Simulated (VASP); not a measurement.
Here is a VASP 6.6.1 calculation.

Contents of INCAR:

```
SYSTEM = Pb
PREC     = Accurate       ! precision mode
ENCUT    = 500            ! plane-wave cutoff, eV
EDIFF    = 1E-6           ! SCF threshold, eV
ISMEAR   = 0              ! smearing method
SIGMA    = 0.05           ! smearing width, eV
LREAL    = .FALSE.        ! projectors in reciprocal space
LASPH    = .TRUE.         ! aspherical terms in the spheres
NELM     = 120            ! most SCF steps
ALGO     = Normal         ! electronic algorithm
ISIF     = 2              ! what is computed and relaxed
LWAVE    = .FALSE.        ! write WAVECAR
LCHARG   = .TRUE.         ! write CHGCAR
GGA      = PE             ! functional
LELF     = .TRUE.         ! ELF
LVHAR    = .TRUE.       
NBANDS   = 21             ! bands
GGA_COMPAT= .FALSE.
```

The input KPOINTS:

```
Automatic mesh
0
G
  6 6 4
  0 0 0
```

The input POSCAR:

```
Pb
1.0
    3.5314917958      0.0000000000      0.0000000000
   -1.7657458979      3.0583616085      0.0000000000
    0.0000000000      0.0000000000      5.9237551463
Pb
2
Direct
    0.3333333333      0.6666666667      0.7500000000
    0.6666666667      0.3333333333      0.2500000000
```

Potentials or basis: VASP PAW PBE potentials, release 64 (Pb_d).

Launch:

```sh
$ cat potpaw_PBE.64/Pb_d/POTCAR > POTCAR
$ mpirun -np 1 vasp_std > vasp.out
```

(1) Predict the band gap on the k mesh.

(2) What does it give for the pressure?

Answers

(1) zero (bands 14 and 15 overlap by 7.23 eV).

(2) 0.1 GPa.

Caveat: spin-orbit coupling is left out, which moves the levels of the heavy elements.
